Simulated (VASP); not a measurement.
Crystal: Pt.

```
CELL_PARAMETERS angstrom
2.53490 0.00000 0.00000
-1.26745 2.19529 0.00000
0.00000 0.00000 4.37711
ATOMIC_POSITIONS crystal
Pt 0.66667 0.33333 0.75000
Pt 0.33333 0.66667 0.25000
```

This isn't the form of Pt at room conditions, which is fcc.

Base run:

| Property | Result |
| --- | --- |
| Program | VASP 6.6.1 |
| Functional | LDA |
| Potentials or basis | VASP PAW LDA potentials, release 64 (Pt) |
| Cutoff | 520 eV |
| k mesh | 21 × 21 × 10 |
| Occupations | gaussian, width 0.15 eV |
| Spin | collinear spin |
| Starting moments | [0.3, 0.3] μB |
| Fixed moment | 0.6 μB |

Its results: pressure 104.1 GPa; site moments Pt +0.29 μB.

Task: The run is repeated on the same cell with these changes: fixed moment from 0.6 μB to 0.3 μB; moments at the start from [0.3, 0.3] to [0.15, 0.15]. What comes out?

Result: Pressure 103.5 GPa; site moments Pt +0.15 μB.

Caveats: the cell stands under pressure; the total moment is fixed, so each spin has its own Fermi level.
